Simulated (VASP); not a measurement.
## Si2W: single point with BLYP+D4

The system is Si2W.

```
W Si
1.0
    -1.60713    1.60713    3.90635
     1.60713   -1.60713    3.90635
     1.60713    1.60713   -3.90635
W Si
1 2
Direct
  0.00000 0.00000 0.00000
  0.66520 0.66520 0.00000
  0.33480 0.33480 0.00000
```

```
Program             : VASP 6.6.1
Task                : single point
Functional          : BLYP
Dispersion          : D4
Potentials or basis : VASP PAW PBE potentials, release 64 (W_sv, Si)
Cutoff              : 520 eV
k mesh              : 12 × 12 × 12
Occupations         : fermi-dirac, width 0.05 eV
Spin                : no spin polarisation
```

```
Pressure                   : 1.2 GPa
Largest force              : 0.008 eV/Å
Band gap on the k mesh     : zero (band 11 reaches 13.16 eV, above the bottom of band 12 at 11.89 eV)
Dispersion energy per atom : -1.106 eV
```

Forces in eV/Å, atoms in the order of the input:
```
W    0.000  0.000  0.000
Si   0.000  0.000  0.008
Si   0.000  0.000 -0.008
```

Stress tensor (GPa, compression positive):
```
1.12 0.00 0.00
0.00 1.12 0.00
0.00 0.00 1.29
```

Levels at points of the mesh, in eV from the Fermi level:
| k point | band 7 | band 8 | band 9 | band 10 | band 11 | band 12 | band 13 | band 14 | band 15 | band 16 |
| --- | --- | --- | --- | --- | --- | --- | --- | --- | --- | --- |
| (0.00, 0.00, 0.00) | -3.70 | -3.21 | -2.86 | -2.86 | 0.56 | 2.69 | 3.09 | 3.09 | 3.36 | 4.68 |
| (0.50, 0.00, 0.00) | -5.64 | -4.71 | -2.82 | -2.72 | -0.44 | 2.66 | 2.77 | 4.01 | 4.38 | 5.33 |
| (0.50, 0.50, 0.00) | -5.80 | -5.55 | -4.96 | -3.20 | -1.57 | 2.81 | 2.92 | 3.10 | 3.99 | 4.61 |
| (0.50, 0.50, 0.50) | -3.70 | -2.53 | -0.83 | -0.83 | -0.52 | -0.52 | 0.74 | 4.49 | 4.75 | 6.56 |

It took 78 s on 1 thread of Intel(R) Xeon(R) 6975P-C (Granite Rapids), with other jobs on the host, peak memory 0.28 GiB.

Caveat: the PAW data sets were made with another functional, which shifts forces and pressure a little; spin-orbit coupling is left out, which moves the levels of the heavy elements; pairwise dispersion overbinds metals, which lowers pressure and volume.
